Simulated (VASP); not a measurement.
Write the native input for VASP 6.6.1 that does the following.

```
Task                   : single point
Functional             : r2SCAN
Dispersion             : D3(BJ)
Potentials or basis    : VASP PAW PBE potentials, release 64 (O, H, Cl)
Cutoff                 : 520 eV
k mesh                 : 1 × 1 × 1
Occupations            : fermi-dirac, width 0.02 eV
Spin                   : no spin polarisation
Dipole correction      : no
Further INCAR settings : LREAL = Auto; ALGO = Normal; EDIFF = 1e-06; NBANDS = 66
```

System: H21ClO10.

```
CELL_PARAMETERS angstrom
7.05284 0.02286 -0.04990
0.02286 6.95774 0.05070
-0.04990 0.05070 7.00182
ATOMIC_POSITIONS crystal
O 0.86830 0.66071 0.16772
O 0.40255 0.64352 0.52720
O 0.89521 0.46623 0.65125
O 0.55568 0.44411 0.25446
O 0.71456 0.81387 0.74852
O 0.35231 0.01915 0.49085
O 0.72689 0.08010 0.01748
O 0.05820 0.20980 0.87657
O 0.12284 0.69269 0.85844
O 0.53328 0.26723 0.75797
H 0.88324 0.74895 0.27192
H 0.97789 0.64954 0.09104
H 0.34985 0.58445 0.64152
H 0.44081 0.53211 0.44604
H 0.90893 0.38199 0.54711
H 0.95661 0.38299 0.75464
H 0.67433 0.50592 0.21692
H 0.61013 0.33048 0.30928
H 0.76087 0.68535 0.74645
H 0.60085 0.79942 0.67836
H 0.21681 0.04525 0.46094
H 0.35541 0.88069 0.48713
H 0.72055 0.95402 0.96511
H 0.63820 0.17327 0.94608
H 0.15080 0.25855 0.97138
H 0.01630 0.09172 0.93236
H 0.21505 0.78865 0.82195
H 0.05857 0.65633 0.74371
H 0.49772 0.18157 0.65533
H 0.64172 0.34030 0.70434
H 0.78084 0.10135 0.14765
Cl 0.90760 0.11555 0.39010
```

One way to write it, as run:

POSCAR

```
H21ClO10
1.0
    7.0528430000      0.0228590000     -0.0499040000
    0.0228590000      6.9577420000      0.0506970000
   -0.0499040000      0.0506970000      7.0018240000
O H Cl
10 21 1
Direct
    0.8682976011      0.6607098624      0.1677185139
    0.4025467604      0.6435235322      0.5272003382
    0.8952052935      0.4662317289      0.6512499850
    0.5556832764      0.4441091733      0.2544645246
    0.7145557854      0.8138729924      0.7485189963
    0.3523116102      1.0191470326      0.4908455370
    0.7268900685      0.0800974908      0.0174831615
    0.0581956208      0.2097989857     -0.1234295499
    0.1228448033      0.6926919387      0.8584353225
    0.5332767487      0.2672250675      0.7579689426
    0.8832394775      0.7489534258      0.2719159309
    0.9778887188      0.6495398662      0.0910435389
    0.3498524661      0.5844538999      0.6415226915
    0.4408145471      0.5321137699      0.4460440361
    0.9089343488      0.3819896810      0.5471136848
    0.9566077740      0.3829942486      0.7546350629
    0.6743323263      0.5059239736      0.2169153427
    0.6101340581      0.3304769846      0.3092756885
    0.7608682914      0.6853465443      0.7464519756
    0.6008469032      0.7994223458      0.6783598601
    0.2168075270      1.0452494020      0.4609411139
    0.3554138499      0.8806850898      0.4871285655
    0.7205476904     -0.0459778556     -0.0348924578
    0.6382034161      0.1732666816     -0.0539195498
    0.1507990029      0.2585470632     -0.0286185553
    0.0162952234      0.0917189648     -0.0676447565
    0.2150467373      0.7886486514      0.8219500478
    0.0585737236      0.6563274455      0.7437132425
    0.4977217470      0.1815673979      0.6553340078
    0.6417228498      0.3403004707      0.7043410866
    0.7808413772      0.1013497288      0.1476513807
    0.9075951821      0.1155513119      0.3901032824
```

INCAR.step1

```
  PREC = Accurate
  ENCUT = 520
  ISMEAR = -1
  SIGMA = 0.02
  LREAL = Auto
  LASPH = True
  NELM = 100
  NBANDS = 66
  GGA = PE
  ALGO = Normal
  EDIFF = 1E-4
  LWAVE = True
  LCHARG = False
```

INCAR.step2

```
  PREC = Accurate
  ENCUT = 520
  EDIFF = 1E-6
  ISMEAR = -1
  SIGMA = 0.02
  LREAL = Auto
  LASPH = True
  NELM = 100
  ALGO = Normal
  ISIF = 2
  LWAVE = False
  LCHARG = False
  METAGGA = R2SCAN
  LMIXTAU = True
  IVDW = 12
  VDW_S6 = 1.0
  VDW_S8 = 0.78981345
  VDW_A1 = 0.49484001
  VDW_A2 = 5.73083694
  NBANDS = 66
  ISTART = 1
```

KPOINTS

```
Automatic mesh
0
Gamma
  1 1 1
```

Potentials or basis: VASP PAW PBE potentials, release 64 (O, H, Cl).

The run is started by

```console
$ cat potpaw_PBE.64/O/POTCAR potpaw_PBE.64/H/POTCAR potpaw_PBE.64/Cl/POTCAR > POTCAR
$ cp INCAR.step1 INCAR
$ mpirun -np 1 vasp_gam > vasp.out
$ cp INCAR.step2 INCAR
$ mpirun -np 1 vasp_gam > vasp.out
```

It gave:

```json
{"Pressure": "0.5 GPa", "Largest force": "2.073 eV/Å", "Band gap on the k mesh": "4.93 eV", "Dispersion energy per atom": "-0.018 eV"}
```

Caveat: the k points lie up to 0.90 Å⁻¹ apart; the atoms stand as in a frame of molecular dynamics; the PAW data sets were made with another functional, which shifts forces and pressure a little.

Wall time 2.9 min on 1 thread of Intel(R) Xeon(R) Platinum 8259CL CPU @ 2.50GHz (Skylake/Cascade Lake), with other jobs on the host, peak memory 0.43 GiB.
